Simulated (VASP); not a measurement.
Here is a VASP 6.6.1 calculation.

INCAR

```
SYSTEM = Al48N47
  PREC = Accurate
  ENCUT = 520
  EDIFF = 1E-6
  ISMEAR = -1
  SIGMA = 0.05
  LREAL = Auto
  LASPH = .TRUE.
  NELM = 80
  ALGO = Normal
  ISIF = 2
  LWAVE = .FALSE.
  LCHARG = .FALSE.
  GGA = PS
  NBANDS = 242
  NELECT = 376.0
  ISYM = 0
```

Contents of KPOINTS:

```
Automatic mesh
0
Gamma
  1 1 1
  0.25 0.25 0.25
```

Contents of POSCAR:

```
Al48N47
1.0
    9.3414480000      0.0000000000      0.0000000000
    0.0000000000     10.7865750000      0.0000000000
    0.0000000000      0.0000000000      9.9670570000
Al N
48 47
Direct
    0.1654270000      0.0839050000      0.2469600000
    0.1656070000      0.0835680000      0.7491820000
    0.9996200000      0.3329680000      0.2485180000
    0.9996310000      0.3320060000      0.7498580000
    0.4996240000      0.0839010000      0.2482450000
    0.4996260000      0.0847710000      0.7496680000
    0.3319080000      0.3325550000      0.2474520000
    0.3283040000      0.3313740000      0.7519290000
    0.1661030000      0.5825560000      0.2471110000
    0.1628560000      0.5807330000      0.7518270000
    0.9996190000      0.8337660000      0.2477900000
    0.9996390000      0.8337080000      0.7493660000
    0.8338100000      0.0838940000      0.2469470000
    0.8336410000      0.0835580000      0.7491790000
    0.6673310000      0.3325420000      0.2474780000
    0.6709750000      0.3313630000      0.7519170000
    0.4996330000      0.5833240000      0.1850140000
    0.4996310000      0.5832050000      0.7559400000
    0.3328900000      0.8349960000      0.2472520000
    0.3334320000      0.8383430000      0.7518210000
    0.8331500000      0.5825920000      0.2471510000
    0.8364550000      0.5807250000      0.7518050000
    0.6663710000      0.8349900000      0.2472300000
    0.6658280000      0.8383380000      0.7518160000
    0.9996630000      0.1681990000      0.4987860000
    0.9996520000      0.1669860000      0.9985410000
    0.3302570000      0.1623160000      0.4984500000
    0.3321640000      0.1649970000      0.9996120000
    0.1652780000      0.4152690000      0.5006450000
    0.1652050000      0.4158200000      0.0002420000
    0.9996930000      0.6663610000      0.4977350000
    0.9996590000      0.6676000000      0.0005020000
    0.6690620000      0.1622990000      0.4984470000
    0.6671300000      0.1649920000      0.9996070000
    0.4996780000      0.3805410000      0.5144230000
    0.4996530000      0.4082340000      0.9952970000
    0.2996660000      0.6846910000      0.5139950000
    0.3252110000      0.6712130000      0.9950810000
    0.1627900000      0.9208460000      0.4984030000
    0.1647290000      0.9182220000      0.9994040000
    0.8340200000      0.4152630000      0.5006560000
    0.8340940000      0.4158320000      0.0002360000
    0.6996210000      0.6846610000      0.5140280000
    0.6741070000      0.6712160000      0.9950790000
    0.4996350000      0.9187380000      0.5005230000
    0.4996580000      0.9184160000      0.0000580000
    0.8365730000      0.9208230000      0.4984230000
    0.8345870000      0.9182200000      0.9993970000
    0.9996180000      0.1673610000      0.1890980000
    0.9996250000      0.1665330000      0.6891420000
    0.3329330000      0.1667230000      0.1902980000
    0.3329450000      0.1671930000      0.6886300000
    0.1667020000      0.4169360000      0.1908860000
    0.1659440000      0.4166490000      0.6901360000
    0.9996180000      0.6663270000      0.1914330000
    0.9996650000      0.6663970000      0.6879520000
    0.6663170000      0.1667300000      0.1902960000
    0.6663130000      0.1671690000      0.6886320000
    0.4996280000      0.4143570000      0.1888170000
    0.4996480000      0.4178560000      0.6938710000
    0.3307560000      0.6682240000      0.1886760000
    0.3343400000      0.6664080000      0.6938110000
    0.1661700000      0.9166830000      0.1902310000
    0.1664290000      0.9162160000      0.6884560000
    0.8325370000      0.4169610000      0.1909230000
    0.8333450000      0.4166430000      0.6901380000
    0.6685000000      0.6682330000      0.1886390000
    0.6649600000      0.6663730000      0.6938500000
    0.4996370000      0.9166860000      0.1908090000
    0.4996280000      0.9176610000      0.6899920000
    0.8330830000      0.9166770000      0.1902000000
    0.8328370000      0.9161980000      0.6884600000
    0.1645740000      0.0841680000      0.4380590000
    0.1659190000      0.0834480000      0.9393530000
    0.9996160000      0.3346030000      0.4396970000
    0.9996400000      0.3336910000      0.9400250000
    0.4996240000      0.0839100000      0.4398170000
    0.4996290000      0.0839170000      0.9399930000
    0.3318950000      0.3329310000      0.4395280000
    0.3312890000      0.3321640000      0.9402800000
    0.1675650000      0.5822550000      0.4394000000
    0.1646720000      0.5828440000      0.9402890000
    0.9996390000      0.8321480000      0.4397240000
    0.9996430000      0.8329400000      0.9398300000
    0.8346810000      0.0841430000      0.4380440000
    0.8333480000      0.0834450000      0.9393500000
    0.6673920000      0.3328490000      0.4395370000
    0.6679780000      0.3321590000      0.9402680000
    0.4996310000      0.5833720000      0.9530180000
    0.3332860000      0.8348860000      0.4394450000
    0.3325870000      0.8355190000      0.9402020000
    0.8317160000      0.5822810000      0.4394800000
    0.8345940000      0.5828470000      0.9402600000
    0.6659410000      0.8348520000      0.4394520000
    0.6666970000      0.8355220000      0.9401950000
```

Potentials or basis: VASP PAW PBE potentials, release 64 (Al, N).

Run with:

```bash
$ cat potpaw_PBE.64/Al/POTCAR potpaw_PBE.64/N/POTCAR > POTCAR
$ mpirun -np 1 vasp_std > vasp.out
```

Question: Predict the largest force.

Answer: 0.029 eV/Å.

Forces on the atoms (eV/Å):
```
Al   0.004 -0.003 -0.003
Al   0.004  0.002 -0.006
Al   0.001  0.007  0.005
Al   0.004  0.001 -0.002
Al   0.002 -0.003  0.002
Al   0.002 -0.002 -0.002
Al   0.003  0.004  0.008
Al   0.003  0.003 -0.004
Al   0.002  0.011  0.003
Al   0.000  0.004  0.001
Al   0.002 -0.001  0.005
Al   0.000 -0.002 -0.003
Al  -0.003  0.000  0.000
Al  -0.003 -0.001 -0.006
Al   0.002  0.006  0.003
Al   0.000  0.004 -0.003
Al   0.001  0.006  0.005
Al   0.002  0.000  0.004
Al  -0.001 -0.002  0.004
Al   0.000 -0.009 -0.003
Al  -0.005  0.007  0.006
Al  -0.001  0.004  0.002
Al   0.001 -0.003  0.009
Al   0.001 -0.009 -0.003
Al  -0.006 -0.002 -0.001
Al  -0.002 -0.002  0.002
Al  -0.005  0.010 -0.005
Al  -0.004 -0.002  0.005
Al  -0.003 -0.003 -0.005
Al  -0.003 -0.003  0.001
Al  -0.007 -0.009 -0.004
Al  -0.004 -0.004  0.006
Al  -0.006  0.005 -0.002
Al   0.000 -0.002  0.004
Al  -0.007  0.000  0.006
Al  -0.003  0.005  0.008
Al  -0.005 -0.011  0.004
Al  -0.003 -0.003  0.007
Al  -0.009 -0.005 -0.006
Al   0.001 -0.004  0.005
Al  -0.007 -0.002 -0.005
Al  -0.004 -0.002  0.005
Al   0.001 -0.001  0.006
Al  -0.002 -0.004  0.004
Al   0.003 -0.003 -0.013
Al   0.000  0.001  0.003
Al  -0.008 -0.004 -0.007
Al  -0.007 -0.004  0.003
N    0.001 -0.001 -0.004
N    0.000  0.001  0.000
N   -0.001 -0.002 -0.003
N    0.001 -0.004  0.004
N   -0.003 -0.003 -0.002
N   -0.001 -0.001  0.001
N    0.002  0.001 -0.005
N   -0.001  0.004  0.005
N    0.001 -0.003 -0.003
N    0.000 -0.001  0.003
N    0.000 -0.010  0.001
N   -0.001  0.001  0.016
N   -0.005  0.006 -0.002
N    0.001 -0.001  0.018
N   -0.001  0.004 -0.007
N    0.000  0.004  0.004
N    0.003 -0.004 -0.006
N   -0.001 -0.003  0.000
N    0.008  0.005  0.003
N   -0.004  0.003  0.015
N   -0.002  0.004 -0.004
N    0.000  0.001  0.001
N    0.002  0.004 -0.003
N    0.002  0.005  0.004
N    0.003  0.005  0.001
N    0.001  0.002  0.001
N    0.007 -0.001 -0.003
N    0.000 -0.004  0.001
N    0.003  0.004  0.002
N    0.002  0.002  0.000
N   -0.015 -0.010 -0.012
N   -0.002 -0.002 -0.001
N   -0.006 -0.012 -0.005
N    0.003 -0.004 -0.002
N    0.005  0.003 -0.001
N    0.002  0.003  0.001
N    0.007  0.005  0.002
N    0.003  0.002  0.001
N    0.022  0.000 -0.013
N    0.006 -0.002 -0.001
N    0.002 -0.002 -0.012
N    0.010  0.020 -0.011
N    0.003  0.006  0.000
N    0.014 -0.019 -0.016
N    0.005 -0.005  0.001
N   -0.002  0.021 -0.011
N   -0.001  0.006  0.001
```

Caveat: the cell carries a net charge on a neutralising background, which shifts energy and pressure; the PAW data sets were made with another functional, which shifts forces and pressure a little.
